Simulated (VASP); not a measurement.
# AsHF (Pmmm) in VASP: further runs

AsHF is run at these levels: PBE; tasks: single point, relaxation of cell and atoms.

Everything below comes from runs of VASP 6.6.1. Logs are shortened: lines on timing, memory, paths and dates and some standing lists are left out, and cuts for length are marked.

**1. The cell of the first run**

It takes space group Pmmm (No. 47, orthorhombic). The conventional cell has a = 2.537 Å, b = 4.047 Å, c = 4.908 Å, α = 90.00°, β = 90.00°, γ = 90.00°. H (site symmetry mmm) has 2 F at 2.45 Å and 2 H at 2.54 Å and 4 As at 3.18 Å within 3.2 Å. Within 2.7 Å of As (site symmetry mmm) lie 2 F at 2.02 Å and 2 As at 2.54 Å. Within 2.7 Å of F (site symmetry mmm) lie 2 As at 2.02 Å and 2 H at 2.45 Å and 2 F at 2.54 Å.

The cell was built from a structure type or drawn by symmetry, and may not be a known phase.

**2. Single point, PBE**

INCAR reads:

```
SYSTEM = AsHF
PREC = Accurate ; ENCUT = 600
EDIFF = 1E-6 ; ISMEAR = 0
SIGMA = 0.1 ; LREAL = .FALSE.
LASPH = .TRUE. ; NELM = 120
ALGO = Normal ; ISIF = 2
LWAVE = .FALSE. ; LCHARG = .TRUE.
GGA = PE ; LELF = .TRUE.
LVHAR = .TRUE. ; NBANDS = 14
GGA_COMPAT = .FALSE.
```

KPOINTS reads:

```
regular mesh
0
G
  18 12 10
  0 0 0
```

POSCAR reads:

```
AsHF
1.0
    2.5374198362      0.0000000000      0.0000000000
    0.0000000000      4.0471884301      0.0000000000
    0.0000000000      0.0000000000      4.9077641749
H As F
1 1 1
Direct
    0.0000000000      0.0000000000      0.0000000000
    0.0000000000      0.5000000000      0.5000000000
    0.0000000000      0.0000000000      0.5000000000
```

Potentials or basis: VASP PAW PBE potentials, release 64 (H, As, F).

Launch:

```console
cat potpaw_PBE.64/H/POTCAR potpaw_PBE.64/As/POTCAR potpaw_PBE.64/F/POTCAR > POTCAR
mpirun -np 1 vasp_std > vasp.out
```

OUTCAR:

```text
SYSTEM = AsHF
   PREC = Accurate
   ENCUT = 600
   EDIFF = 1E-6
   ISMEAR = 0
   LREAL = .FALSE.
   LASPH = .TRUE.
   NELM = 120
   ISIF = 2
   GGA = PE

 ion  position               nearest neighbor table
   1  0.000  0.000  0.000-
   2  0.000  0.500  0.500-   3 2.02   3 2.02
   3  0.000  0.000  0.500-   2 2.02   2 2.02

  LATTYP: Found a simple orthorhombic cell.
 ALAT       =     2.5374198362
 B/A-ratio  =     1.5950014942
 C/A-ratio  =     1.9341553593

  Lattice vectors:

 A1 = (   2.5374198362,   0.0000000000,   0.0000000000)
 A2 = (   0.0000000000,   4.0471884301,   0.0000000000)
 A3 = (   0.0000000000,   0.0000000000,   4.9077641749)

Analysis of symmetry for initial positions (statically):
=====================================================================
 Subroutine PRICEL returns:
 Original cell was already a primitive cell.

 Routine SETGRP: Setting up the symmetry group for a
 simple orthorhombic supercell.

 Subroutine GETGRP returns: Found  8 space group operations
 (whereof  8 operations were pure point group operations)
 out of a pool of  8 trial point group operations.

The static configuration has the point symmetry D_2h.

Analysis of symmetry for dynamics (positions and initial velocities):
=====================================================================
 Subroutine PRICEL returns:
 Original cell was already a primitive cell.

 Routine SETGRP: Setting up the symmetry group for a
 simple orthorhombic supercell.

 Subroutine GETGRP returns: Found  8 space group operations
 (whereof  8 operations were pure point group operations)
 out of a pool of  8 trial point group operations.

The dynamic configuration has the point symmetry D_2h.

 Subroutine INISYM returns: Found  8 space group operations
 (whereof  8 operations are pure point group operations),
 and found     1 'primitive' translations

----------------------------------------------------------------------------------------

                                     Primitive cell

  volume of cell :      50.3999

  direct lattice vectors                    reciprocal lattice vectors
     2.537419836  0.000000000  0.000000000     0.394101120  0.000000000  0.000000000
     0.000000000  4.047188430  0.000000000     0.000000000  0.247085110  0.000000000
     0.000000000  0.000000000  4.907764175     0.000000000  0.000000000  0.203758772

  length of vectors
     2.537419836  4.047188430  4.907764175     0.394101120  0.247085110  0.203758772

  position of ions in fractional coordinates (direct lattice)
     0.000000000  0.000000000  0.000000000
     0.000000000  0.500000000  0.500000000
     0.000000000  0.000000000  0.500000000

  ion indices of the primitive-cell ions
   primitive index   ion index
                 1           1
                 2           2
                 3           3

----------------------------------------------------------------------------------------

 KPOINTS: regular mesh

Automatic generation of k-mesh.
 Grid dimensions read from file:
 generate k-points for:   18   12   10

 Generating k-lattice:

  Cartesian coordinates                     Fractional coordinates (reciprocal lattice)
     0.021894507  0.000000000  0.000000000     0.055555556  0.000000000  0.000000000
     0.000000000  0.020590426  0.000000000     0.000000000  0.083333333  0.000000000
     0.000000000  0.000000000  0.020375877     0.000000000  0.000000000  0.100000000

  Length of vectors
     0.021894507  0.020590426  0.020375877

  Shift w.r.t. Gamma in fractional coordinates (k-lattice)
     0.000000000  0.000000000  0.000000000

 Subroutine IBZKPT returns following result:
 ===========================================

 Found    420 irreducible k-points:

 Following reciprocal coordinates:
            Coordinates               Weight
  0.000000  0.000000  0.000000      1.000000
  0.055556  0.000000  0.000000      2.000000
  0.111111  0.000000  0.000000      2.000000
  0.166667  0.000000  0.000000      2.000000
  0.222222  0.000000  0.000000      2.000000
  0.277778  0.000000  0.000000      2.000000
[... 16 lines left out ...]
  0.111111  0.166667  0.000000      4.000000
  0.166667  0.166667  0.000000      4.000000
 [... further k-points ...]
   k-points           NKPTS =    420   k-points in BZ     NKDIM =    420   number of bands    NBANDS=     14
   number of dos      NEDOS =    301   number of ions     NIONS =      3
   total plane-waves  NPLWV =  25600
   dimension x,y,z NGX =    20 NGY =   32 NGZ =   40
   dimension x,y,z NGXF=    40 NGYF=   64 NGZF=   80
   ions per type =               1   1   1
   NGX,Y,Z   is equivalent  to a cutoff of  13.10, 13.14, 13.55 a.u.
   NGXF,Y,Z  is equivalent  to a cutoff of  26.21, 26.29, 27.10 a.u.
 SYSTEM =  AsHF
   PREC   = accura    normal or accurate (medium, high low for compatibility)
   ISTART =      0    job   : 0-new  1-cont  2-samecut
   ICHARG =      2    charge: 1-file 2-atom 10-const
   ISPIN  =      1    spin polarized calculation?
   LNONCOLLINEAR =      F non collinear calculations
   LSORBIT =      F    spin-orbit coupling
   LASPH  =      T    aspherical Exc in radial PAW
   ENCUT  =  600.0 eV  44.10 Ry    6.64 a.u.   5.07  8.08  9.80*2*pi/ulx,y,z
   NELM   =    120;   NELMIN=  2; NELMDL= -5     # of ELM steps
   EDIFF  = 0.1E-05   stopping-criterion for ELM
   LREAL  =      F    real-space projection
[... 7 lines left out ...]
   TEBEG  =    0.0;   TEEND  =   0.0 temperature during run
   PSTRESS=    0.0 pullay stress
   NELECT =      13.0000    total number of electrons
   NUPDOWN=      -1.0000    fix difference up-down
   EMIN   =  10.00;   EMAX   =-10.00  energy-range for DOS
   EFERMI =   0.00;   METHOD = LEGACY
   ISMEAR =     0;   SIGMA  =   0.10  broadening in eV -4-tet -1-fermi 0-gaus
   EFERMI_NEDOS =   21; number of points for ismear=-14 and -15
   IALGO  =     38    algorithm
   IMIX   =      4    mixing-type and parameters
     AMIX     =   0.40;   BMIX     =  1.00
     AMIX_MAG =   1.60;   BMIX_MAG =  1.00
  volume/ion in A,a.u.               =      16.80       113.37
  Fermi-wavevector in a.u.,A,eV,Ry     =   1.042108  1.969299 14.775783  1.085989
  Thomas-Fermi vector in A             =   2.176759
   LORBIT       =      0    0 simple, 1 ext, 2 COOP (PROOUT), +10 PAW based schemes
   GGA     = PE    functional components
   LHFCALC =     F    Hartree Fock is set to
   AEXX    =    0.0000 exact exchange contribution
   IVDW    =     0    specifies the selected vdW correction
   LEPSILON=     F    determine dielectric tensor
   LRPA    =     F    only Hartree local field effects (RPA)
 non-spin polarized calculation
 Gauss-broadening in eV      SIGMA  =   0.10
  energy-cutoff  :      600.00
  volume of cell :       50.40
 maximum number of plane-waves:      1716
   NGX = 11   NGY = 17   NGZ = 19

 number of electron      13.0000008 magnetization

 Free energy of the ion-electron system (eV)
  ---------------------------------------------------
  ext. energy  EPLUGINS =         0.00000000
  ---------------------------------------------------
  free energy    TOTEN  =        -9.06520524 eV

  energy without entropy =       -9.05917441  energy(sigma->0) =       -9.06218983

 E-fermi :   0.4968     XC(G=0):  -8.2634

 val. band max:        0.4964899219   @ k =   0.3889   0.0833   0.5000
 cond. band min:       0.4983094902   @ k =   0.2778   0.3333   0.1000
 fundamental gap:      0.0018195683
 Fermi energy:         0.4968121594

 k-point     1 :       0.0000    0.0000    0.0000
  band No.  band energies     occupation
      1     -23.7903      2.00000
      2     -11.0710      2.00000
      3      -8.1012      2.00000
      4      -5.1607      2.00000
      5      -3.0885      2.00000
      6      -1.4090      2.00000
      7      -0.2265      2.00000
      8       4.9657      0.00000
      9       8.1094      0.00000
     10       9.2141      0.00000
     11      10.5629      0.00000
     12      11.8253      0.00000
     13      12.5024      0.00000
     14      12.9088      0.00000

 k-point     2 :       0.0556    0.0000    0.0000
  band No.  band energies     occupation
      1     -23.7756      2.00000
      2     -11.0093      2.00000
      3      -8.0758      2.00000
      4      -5.1353      2.00000
      5      -3.1717      2.00000
      6      -1.3514      2.00000
      7      -0.1748      2.00000
      8       5.0009      0.00000
      9       8.0667      0.00000
     10       8.4595      0.00000
     11      10.6281      0.00000
     12      11.8937      0.00000
     13      12.5348      0.00000
     14      13.1742      0.00000

 k-point     3 :       0.1111    0.0000    0.0000
  band No.  band energies     occupation
      1     -23.7331      2.00000
      2     -10.8244      2.00000
      3      -8.0024      2.00000
      4      -5.0621      2.00000
      5      -3.4074      2.00000
      6      -1.1820      2.00000
      7      -0.0195      2.00000
      8       5.1072      0.00000
      9       6.6201      0.00000
     10       8.3766      0.00000
     11      10.8233      0.00000
     12      12.0984      0.00000
     13      12.6155      0.00000
     14      13.4898      0.00000

 k-point     4 :       0.1667    0.0000    0.0000
  band No.  band energies     occupation
      1     -23.6672      2.00000
      2     -10.5172      2.00000
      3      -7.8880      2.00000
      4      -4.9492      2.00000
      5      -3.7591      2.00000
      6      -0.9091      2.00000
      7       0.2393      1.99973
      8       4.7901      0.00000
      9       5.2868      0.00000
     10       8.6154      0.00000
     11      11.1466      0.00000
     12      12.4370      0.00000
     13      12.6630      0.00000
     14      13.6922      0.00000

 k-point     5 :       0.2222    0.0000    0.0000
  band No.  band energies     occupation
      1     -23.5849      2.00000
      2     -10.0899      2.00000
      3      -7.7442      2.00000
      4      -4.8099      2.00000
      5      -4.1815      2.00000
      6      -0.5458      2.00000
      7       0.5997      0.14571
      8       2.9948      0.00000
      9       5.5438      0.00000
     10       8.9142      0.00000
     11      11.5940      0.00000
[... 276 lines left out ...]
 k-point    22 :       0.0556    0.1667    0.0000
  band No.  band energies     occupation
      1     -23.7569      2.00000
      2     -11.7040      2.00000
      3      -6.9625      2.00000
      4      -5.0273      2.00000
      5      -3.1534      2.00000
      6      -1.2700      2.00000
      7      -0.4124      2.00000
      8       4.1145      0.00000
      9       7.2916      0.00000
     10       8.3249      0.00000
     11      10.0597      0.00000
     12      13.0566      0.00000
     13      13.5943      0.00000
     14      13.8574      0.00000

 k-point    23 :       0.1111    0.1667    0.0000
  band No.  band energies     occupation
      1     -23.7154      2.00000
      2     -11.5264      2.00000
      3      -6.8920      2.00000
      4      -4.9586      2.00000
      5      -3.3837      2.00000
      6      -1.1029      2.00000
      7      -0.2486      2.00000
      8       4.2254      0.00000
      9       6.5218      0.00000
     10       7.6336      0.00000
     11      10.2189      0.00000
     12      13.2097      0.00000
     13      13.9285      0.00000
     14      13.9602      0.00000

 k-point    24 :       0.1667    0.1667    0.0000
  band No.  band energies     occupation
      1     -23.6509      2.00000
      2     -11.2336      2.00000
      3      -6.7827      2.00000
      4      -4.8531      2.00000
      5      -3.7218      2.00000
      6      -0.8348      2.00000
      7       0.0235      2.00000
      8       4.1882      0.00000
      9       5.0085      0.00000
     10       7.8608      0.00000
     11      10.4757      0.00000
     12      13.3116      0.00000
     13      13.9972      0.00000
     14      14.1656      0.00000

 [... further k-points ...]

------------------------ aborting loop because EDIFF is reached ----------------------------------------

  FORCE on cell =-STRESS in cart. coord.  units (eV):
  Direction    XX          YY          ZZ          XY          YZ          ZX
  --------------------------------------------------------------------------------------
  -------------------------------------------------------------------------------------
  Total       -0.0212197     -0.0332693     -0.0729186      0.0000000      0.0000000      0.0000000
  in kB       -0.6745595     -1.0576093     -2.3180329      0.0000000      0.0000000      0.0000000
  external PRESSURE =      -1.3500673 kB  Pullay stress =       0.0000000 kB

 VOLUME and BASIS-vectors are now :
 -----------------------------------------------------------------------------
  energy-cutoff  :      600.00
  volume of cell :       50.40
      direct lattice vectors                 reciprocal lattice vectors
     2.537419836  0.000000000  0.000000000     0.394101120  0.000000000  0.000000000
     0.000000000  4.047188430  0.000000000     0.000000000  0.247085110  0.000000000
     0.000000000  0.000000000  4.907764175     0.000000000  0.000000000  0.203758772

 POSITION                                       TOTAL-FORCE (eV/Angst)
 -----------------------------------------------------------------------------------
      0.00000      0.00000      0.00000         0.000000      0.000000      0.000000
      0.00000      2.02359      2.45388         0.000000      0.000000      0.000000
      0.00000      0.00000      2.45388         0.000000      0.000000      0.000000
 -----------------------------------------------------------------------------------
    total drift:                               -0.000000     -0.000000      0.000000

  FREE ENERGIE OF THE ION-ELECTRON SYSTEM (eV)
  ---------------------------------------------------
  free  energy   TOTEN  =        -9.0652052448 eV

  energy  without entropy=       -9.0591744079  energy(sigma->0) =       -9.06218983
```

Wall time 2.7 min (1 thread of Intel Xeon Platinum 8488C (Sapphire Rapids), shared host); peak memory 0.48 GiB.

What came out:

| Item | Value |
| --- | --- |
| Free energy | -9.0652 eV |
| Pressure | -0.1 GPa |
| Band gap on the k mesh | zero (an odd number of electrons rules out a gap without spin polarisation) |

Stress tensor (GPa, compression positive):
```
-0.07  0.00  0.00
 0.00 -0.11  0.00
 0.00  0.00 -0.23
```

Levels at points of the mesh, in eV from the Fermi level:
| k point | band 2 | band 3 | band 4 | band 5 | band 6 | band 7 | band 8 | band 9 | band 10 | band 11 |
| --- | --- | --- | --- | --- | --- | --- | --- | --- | --- | --- |
| (0.00, 0.00, 0.00) | -11.57 | -8.60 | -5.66 | -3.59 | -1.91 | -0.72 | 4.47 | 7.61 | 8.72 | 10.07 |
| (0.50, 0.00, 0.00) | -7.69 | -7.16 | -7.14 | -4.80 | -3.17 | 0.83 | 2.32 | 7.30 | 7.51 | 7.86 |
| (0.00, 0.50, 0.00) | -13.45 | -5.15 | -4.19 | -3.52 | -1.98 | -1.73 | 1.11 | 4.75 | 8.27 | 8.86 |
| (0.50, 0.50, 0.00) | -10.27 | -6.06 | -4.94 | -4.58 | -2.27 | 0.78 | 1.67 | 4.15 | 8.01 | 8.11 |
| (0.00, 0.00, 0.50) | -11.52 | -8.59 | -6.14 | -3.58 | -1.96 | 0.31 | 4.65 | 7.85 | 7.94 | 8.74 |
| (0.50, 0.00, 0.50) | -7.69 | -7.14 | -7.08 | -4.97 | -3.15 | 0.57 | 2.97 | 5.25 | 7.62 | 8.35 |
| (0.00, 0.50, 0.50) | -13.42 | -5.47 | -4.16 | -3.52 | -2.39 | -0.91 | 0.36 | 8.29 | 8.35 | 10.23 |
| (0.50, 0.50, 0.50) | -10.26 | -6.05 | -4.90 | -4.71 | -2.22 | 1.22 | 1.30 | 3.78 | 6.74 | 8.28 |

Caveat: an odd number of electrons without spin polarisation forces a metal; a magnetic or distorted state may lie lower.

**3. Relaxation of cell and atoms, PBE**

This run uses another cell than the first one, of 17.10 Å³/atom.

INCAR reads:

```
SYSTEM = AsHF
PREC = Accurate ; ENCUT = 600
EDIFF = 1E-7 ; ISMEAR = 0
SIGMA = 0.1 ; LREAL = .FALSE.
LASPH = .TRUE. ; NELM = 120
ALGO = Normal ; ISIF = 3
LWAVE = .FALSE. ; LCHARG = .FALSE.
GGA = PE ; IBRION = 2
NSW = 100 ; EDIFFG = -0.01
GGA_COMPAT = .FALSE. ; NELMIN = 4
```

KPOINTS is that of step 2.

POSCAR reads:

```
AsHF
1.0
    2.5059760104      0.0000000000      0.0000000000
    0.0000000000      4.0497885427      0.0000000000
    0.0000000000      0.0000000000      5.0539099042
H As F
1 1 1
Direct
    0.0000000000      0.0000000000      0.0000000000
    0.0000000000      0.5000000000      0.5000000000
    0.0000000000      0.0000000000      0.5000000000
```

Potentials or basis: VASP PAW PBE potentials, release 64 (H, As, F).

Launch:

```console
cat potpaw_PBE.64/H/POTCAR potpaw_PBE.64/As/POTCAR potpaw_PBE.64/F/POTCAR > POTCAR
mpirun -np 1 vasp_std > vasp.out
```

It took 14 min on 1 thread of Intel Xeon Platinum 8488C (Sapphire Rapids), shared host; peak memory 0.46 GiB.

Results (log left out):

* Free energy: -9.0674 eV
* Relaxed volume: 16.28 Å³/atom
* Relaxed cell: a = 2.543 Å, b = 4.051 Å, c = 4.743 Å, α = 90.00°, β = 90.00°, γ = 90.00°
* Space group after relaxing (to 0.1 Å): Pmmm (No. 47)
* Energy gained by relaxing: 2.2 meV/atom
* Ionic steps: 12
* Pressure after relaxing: 0.0 GPa
* Band gap on the k mesh: zero (an odd number of electrons rules out a gap without spin polarisation)

The path:
```csv
step,energy change (eV),largest force (eV/Å),pressure (GPa),volume (Å³)
1,0.0000,0.0000,0.39,51.29
2,-0.0026,0.0000,-0.05,51.59
3,-0.0027,0.0000,-0.16,51.68
4,-0.0030,0.0000,-0.13,51.56
5,-0.0037,0.0000,-0.04,51.22
6,-0.0047,0.0000,0.13,50.52
7,-0.0051,0.0000,0.55,49.13
8,-0.0053,0.0000,0.38,49.63
9,-0.0054,0.0000,0.38,49.59
10,-0.0057,0.0000,0.31,49.49
11,-0.0062,0.0000,0.20,49.28
12,-0.0065,0.0000,-0.02,48.85
```

Final structure:
```
H As F
1.0
     2.54278    0.00000    0.00000
     0.00000    4.05055    0.00000
     0.00000    0.00000    4.74307
H As F
1 1 1
Direct
  0.00000 0.00000 0.00000
  0.00000 0.50000 0.50000
  0.00000 0.00000 0.50000
```

Levels at points of the mesh, in eV from the Fermi level:
```csv
k point,band 2,band 3,band 4,band 5,band 6,band 7,band 8,band 9,band 10
"(0.00, 0.00, 0.00)",-11.58,-8.60,-5.66,-3.61,-1.93,-0.66,4.41,7.58,8.63
"(0.50, 0.00, 0.00)",-7.69,-7.19,-7.16,-4.83,-3.17,0.77,2.35,7.42,7.43
"(0.00, 0.50, 0.00)",-13.44,-5.17,-4.21,-3.54,-2.08,-1.66,1.19,4.74,8.19
"(0.50, 0.50, 0.00)",-10.29,-6.06,-4.93,-4.61,-2.31,0.66,1.70,4.16,7.91
"(0.00, 0.00, 0.50)",-11.51,-8.59,-6.26,-3.61,-1.95,0.42,4.64,7.78,8.29
"(0.50, 0.00, 0.50)",-7.69,-7.13,-7.11,-5.05,-3.14,0.52,3.01,5.11,7.58
"(0.00, 0.50, 0.50)",-13.40,-5.59,-4.17,-3.54,-2.49,-0.81,0.36,8.21,8.76
"(0.50, 0.50, 0.50)",-10.27,-6.05,-4.89,-4.79,-2.25,1.11,1.32,3.75,6.60
```

Caveat: an odd number of electrons without spin polarisation forces a metal; a magnetic or distorted state may lie lower.
